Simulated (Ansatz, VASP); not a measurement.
**Co: VASP beside Ansatz**

INCAR

```
SYSTEM = Co
PREC = Accurate
ENCUT = 520
EDIFF = 1E-7
ISMEAR = -1
SIGMA = 0.05
LREAL = .False.
LASPH = .True.
NELM = 60
ALGO = Normal
ISIF = 2
LWAVE = .False.
LCHARG = .False.
GGA = PE
NBANDS = 16
```

Contents of KPOINTS:

```
Automatic mesh
0
Gamma
  17 17 10
  0 0 0
```

POSCAR

```
Co
1.0
    2.0437601365      0.0000000000      0.0000000000
   -1.0218800682      1.7699481974      0.0000000000
    0.0000000000      0.0000000000      3.3134202893
Co
2
Direct
    0.3333333333      0.6666666667      0.2500000000
    0.6666666667      0.3333333333      0.7500000000
```

Input for Ansatz:

```yaml
crystal:
  lattice:
    - [2.0437601365, 0.0, 0.0]
    - [-1.0218800682, 1.7699481974, 0.0]
    - [0.0, 0.0, 3.3134202893]
  atoms:
    - { symbol: Co, position: [0.3333333333, 0.6666666667, 0.25] }
    - { symbol: Co, position: [0.6666666667, 0.3333333333, 0.75] }
kpoints:
  mp_grid: { grid: [17, 17, 10] }
  band_path:
    path:
      - [0.0, 0.0, 0.0]
      - [0.5, 0.0, 0.0]
      - [0.3333333333, 0.3333333333, 0.0]
      - [0.0, 0.0, 0.0]
      - [0.0, 0.0, 0.5]
      - [0.5, 0.0, 0.5]
      - [0.3333333333, 0.3333333333, 0.5]
      - [0.0, 0.0, 0.5]
      - [0.5, 0.0, 0.5]
    npoints: 8
scf:
  occupations: { method: fermi_dirac, width: 0.05 }
hamiltonian:
  xc: pbe
  pseudopotentials: { kind: all_electron, lapw: { basis_error: 0.001 } }
output:
  forces: true
  stress: true
  eigenvalues: true
  populations: true
  dos: { projected: true, de: 0.2, e_range: [-14, 8] }
```

Change from the starting cell: volume scaled by 0.58, LAPW.

Alike in both runs: task single point; functional PBE; k mesh 17 × 17 × 10; occupations fermi-dirac, width 0.05 eV; no spin polarisation.

|  | VASP | Ansatz |
| --- | --- | --- |
| version | VASP 6.6.1 | Ansatz 0.2.0 |
| potentials or method | VASP PAW PBE potentials, release 64 (Co), cutoff 520 eV | all-electron LAPW, scalar-relativistic |

Ansatz gave:

```
pressure (GPa)                                                : 485.8
traceless stress, the component that is largest in VASP (GPa) : -0.26
```

Task: What did VASP give for the same quantities?

Result: Pressure (GPa): 482.3; traceless stress, the component that is largest in VASP (GPa): -0.38.

Both programs put the cell under a high pressure, so it lies far from rest at this level. Ansatz ran all-electron here, and VASP with PAW potentials.

Noted on VASP's run: the cell as given lies far from equilibrium.
